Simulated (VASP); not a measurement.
Set up this calculation in VASP 6.6.1, as the native input.

- Task: single point
- Functional: PBEsol
- Potentials or basis: VASP PAW PBE potentials, release 64 (Ga_d)
- Cutoff: 520 eV
- k mesh: 10 × 10 × 10
- Occupations: gaussian, width 0.15 eV
- Spin: no spin polarisation
- Dipole correction: no
- Further INCAR settings: ALGO = Normal; EDIFF = 1e-06; NBANDS = 34

The structure of Ga lies in POSCAR:

```
Ga
1.0
    2.2350478178     -3.7986615528     -0.3352571727
    2.2350478178      3.7986615528     -0.3352571727
   -0.6734664180      0.0000000000      4.9387537321
Ga
4
Direct
    0.1559156097      0.8440843903      0.0832479706
    0.6559156097      0.3440843903      0.4167520294
    0.8440843903      0.1559156097      0.9167520294
    0.3440843903      0.6559156097      0.5832479706
```

This cell differs from its parent crystal: engineering shear strain xz -0.3000, normal strain along z +0.1000.

These files were run (other wordings do the same):

INCAR

```
PREC = Accurate ; ENCUT = 520
EDIFF = 1E-6 ; ISMEAR = 0
SIGMA = 0.15 ; LREAL = False
LASPH = True ; NELM = 100
ALGO = Normal ; ISIF = 2
LWAVE = False ; LCHARG = True
GGA = PS ; LELF = True
LVHAR = True ; NBANDS = 34
```

KPOINTS

```
Automatic mesh
0
Gamma
  10 10 10
```

Potentials or basis: VASP PAW PBE potentials, release 64 (Ga_d).

Run with:

```bash
$ cat potpaw_PBE.64/Ga_d/POTCAR > POTCAR
$ mpirun -np 1 vasp_std > vasp.out
```

It gave:

```json
{
 "Pressure": "0.3 GPa",
 "Largest force": "0.898 eV/Å",
 "Band gap on the k mesh": "zero (band 26 reaches 5.23 eV, above the bottom of band 27 at 3.30 eV)"
}
```

Caveat: the cell differs from its parent crystal (engineering shear strain xz -0.3000, normal strain along z +0.1000); the PAW data sets were made with another functional, which shifts forces and pressure a little.

Run time: 6.9 min on 1 thread of Intel(R) Xeon(R) Platinum 8488C (Sapphire Rapids), on a shared host, peak memory 0.62 GiB.
